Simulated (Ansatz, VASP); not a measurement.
# Be in VASP and in Ansatz

INCAR

```
ALGO = Normal ; EDIFF = 1E-6
ENCUT = 520 ; GGA = PE
ISIF = 2 ; ISMEAR = 1
LASPH = True ; LCHARG = False
LREAL = False ; LWAVE = False
NBANDS = 9 ; NELM = 80
PREC = Accurate ; SIGMA = 0.1
```

File KPOINTS:

```
k-points
0
Gamma
  16 16 9
```

Contents of POSCAR:

```
Be
1.0
    2.2656737714      0.0000000000      0.0000000000
   -1.1328368857      1.9621310427      0.0000000000
    0.0000000000      0.0000000000      3.5587036811
Be
2
Direct
    0.3333333333      0.6666666667      0.2500000000
    0.6666666667      0.3333333333      0.7500000000
```

Input for Ansatz:

```yaml
crystal:
  lattice:
    - [2.2656737714, 0.0, 0.0]
    - [-1.1328368857, 1.9621310427, 0.0]
    - [0.0, 0.0, 3.5587036811]
  atoms:
    - { symbol: Be, position: [0.3333333333, 0.6666666667, 0.25] }
    - { symbol: Be, position: [0.6666666667, 0.3333333333, 0.75] }
hamiltonian:
  xc: pbe
  pseudopotentials:
    kind: paw
    azcp:
      Be: "pseudopotentials/Be.paw.azcp"
basis:
  ecutwfc: 420
  fft_grid_basis: typed
kpoints:
  mp_grid: { grid: [16, 16, 9], shift: [0, 0, 0] }
magnetization:
  spin_polarized: false
scf:
  occupations: { method: methfessel_paxton, width: 0.1 }
  lower_state_search: "off"
output:
  stress: true
  write_density: true
  write_potential: true
  elf: true
  volumetric_format: npy
```

Alike in both runs: task single point; functional PBE; k mesh 16 × 16 × 9; occupations methfessel-paxton of order 1, width 0.1 eV; no spin polarisation.

|  | VASP | Ansatz |
| --- | --- | --- |
| version | VASP 6.6.1 | Ansatz 0.2.0 |
| potentials or method | VASP PAW PBE potentials, release 64 (Be), cutoff 520 eV | plane waves (420 eV) with PAW, scalar-relativistic |
| valence electrons in the cell | 4 | 4 |

```csv
,VASP,Ansatz,Ansatz less VASP
pressure (GPa),0.1,0.0,-0.15
"traceless stress, the component that is largest in VASP (GPa)",-0.17,-0.21,-0.033
```

The functional is the same, so the differences come from potentials, cutoffs and numerics.
